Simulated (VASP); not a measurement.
A run of VASP 6.6.1:

INCAR

```
PREC = Accurate
ENCUT = 520
EDIFF = 1E-6
ISMEAR = -1
SIGMA = 0.05
LREAL = False
LASPH = True
NELM = 100
ALGO = Normal
ISIF = 2
LWAVE = False
LCHARG = False
GGA = PE
NBANDS = 29
```

KPOINTS

```
regular mesh
0
Gamma
  13 13 13
```

File POSCAR:

```
TiSi2
1.0
    0.0000000000      4.1987656027      4.3450800428
    2.4333060007      0.0000000000      4.3450800428
    2.4333060007      4.1987656027      0.0000000000
Ti Si
2 4
Direct
    0.7500000000      0.7500000000      0.7500000000
    0.5000000000      0.5000000000      0.5000000000
    0.0870993689      0.4129006311      0.0870993689
    0.4129006311      0.0870993689      0.4129006311
    0.1629006311      0.8370993689      0.1629006311
    0.8370993689      0.1629006311      0.8370993689
```

Potentials or basis: VASP PAW PBE potentials, release 64 (Ti_sv, Si).

Command:

```bash
$ cat potpaw_PBE.64/Ti_sv/POTCAR potpaw_PBE.64/Si/POTCAR > POTCAR
$ mpirun -np 1 vasp_std > vasp.out
```

Hardware: 1 thread of Oxide Virtual Turin-like Processor (shared host).

Task: Estimate the wall time of this run.

Result: It took 30 min on 1 thread of Oxide Virtual Turin-like Processor (shared host), peak memory 0.74 GiB. Counts: scf iterations 14, k points 343.
